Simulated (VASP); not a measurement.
A run of VASP 6.6.1 is set up as follows.

INCAR

```
ALGO     = Normal         # electronic algorithm
EDIFF    = 1E-7           # SCF threshold, eV
ENCUT    = 520            # plane-wave cutoff, eV
GGA      = PS             # functional
ISIF     = 2              # what is computed and relaxed
ISMEAR   = -1             # smearing method
LASPH    = True           # aspherical terms in the spheres
LCHARG   = True           # write CHGCAR
LELF     = True           # ELF
LREAL    = Auto         
LVHAR    = True         
LWAVE    = False          # write WAVECAR
NBANDS   = 70             # bands
NELECT   = 114.0        
NELM     = 80             # most SCF steps
PREC     = Accurate       # precision mode
SIGMA    = 0.05           # smearing width, eV
```

Contents of KPOINTS:

```
k-points
0
Gamma
  2 2 1
```

POSCAR

```
Zn2Cu3Si2Se8
1.0
    5.7316980000      0.0000000000      0.0000000000
    0.0000000000      5.7316980000      0.0000000000
    0.0000000000      0.0000000000     11.3322100000
Zn Si Cu Se
2 2 3 8
Direct
    0.0031229838      0.4113266261      0.2409327042
    0.4558684006     -0.0099446970      0.7383820102
   -0.0319800520     -0.0511890194      0.4990729964
    0.5064991212      0.4772407758     -0.0085067255
   -0.0050246890     -0.0224017385      0.0174634956
    0.4894361147     -0.0718460742      0.2598963485
    0.4952982519      0.4815675913      0.5260580240
    0.2214003599      0.2338050609      0.8936209265
    0.2386029410      0.1651866515      0.3788140177
    0.7466373839      0.1927003132      0.6172141180
    0.6987283698      0.2535723271      0.1295510761
    0.7520982438      0.7105398784      0.3798729462
    0.7265560747      0.7121449874      0.8971065662
    0.2621736177      0.6911041021      0.1286245137
    0.2056807599      0.7125462646      0.6246972126
```

Potentials or basis: VASP PAW PBE potentials, release 64 (Zn, Si, Cu, Se).

Command:

```sh
$ cat potpaw_PBE.64/Zn/POTCAR potpaw_PBE.64/Si/POTCAR potpaw_PBE.64/Cu/POTCAR potpaw_PBE.64/Se/POTCAR > POTCAR
$ mpirun -np 1 vasp_std > vasp.out
```

Problem. Predict the largest force.

Solution. 2.353 eV/Å.

Forces on the atoms (eV/Å):
```
Zn   0.633  0.633  0.443
Zn  -0.225 -0.178  0.483
Si   0.830 -0.031 -0.072
Si  -1.947 -0.788  1.061
Cu  -0.038 -0.127  0.196
Cu  -0.008  0.056 -0.153
Cu   0.022  0.002 -0.355
Se   1.046  0.222 -0.366
Se  -0.639  0.420  0.345
Se   0.127  0.261  0.099
Se   0.109 -1.461 -0.037
Se  -0.062 -0.492 -0.089
Se   0.729  1.122 -1.205
Se  -0.374  0.067 -0.260
Se  -0.203  0.295 -0.090
```

Caveat: the k points lie up to 0.55 Å⁻¹ apart; the cell carries a net charge on a neutralising background, which shifts energy and pressure; the PAW data sets were made with another functional, which shifts forces and pressure a little.
